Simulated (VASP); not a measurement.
The system is SnO.

```xyz
4
Lattice="3.7986 0.0000 0.0000 0.0000 3.7986 0.0000 0.0000 0.0000 4.8408" Properties=species:S:1:pos:R:3 pbc="T T T"
Sn    1.8993    0.0000    1.1728
Sn    0.0000    1.8993    3.6680
O     0.0000    0.0000    0.0000
O     1.8993    1.8993    0.0000
```

Base run:

```yaml
Program: VASP 6.6.1
Functional: LDA
Potentials_or_basis: VASP PAW LDA potentials, release 64 (Sn_d, O)
Cutoff: 520 eV
k_mesh: 12 × 12 × 10
Occupations: fermi-dirac, width 0.05 eV
Spin: no spin polarisation
```

Its results: band gap on the k mesh zero (bands 20 and 21 overlap by 0.05 eV); pressure -3.6 GPa; largest force 0.485 eV/Å.

Task: The run is repeated on the same cell with these changes: functional from LDA to r2SCAN; potentials or basis from VASP PAW LDA potentials, release 64 (Sn_d, O) to VASP PAW PBE potentials, release 64 (Sn_d, O). What comes out?

Result: Band gap on the k mesh zero (filled and empty bands overlap); pressure -0.4 GPa; largest force 0.387 eV/Å.

Caveats: semilocal functionals underestimate gaps, and a narrow one can read as zero; spin-orbit coupling is left out, which moves the levels of the heavy elements; the cell stands under tension (at least some runs); the PAW data sets were made with another functional, which shifts forces and pressure a little (at least some runs).
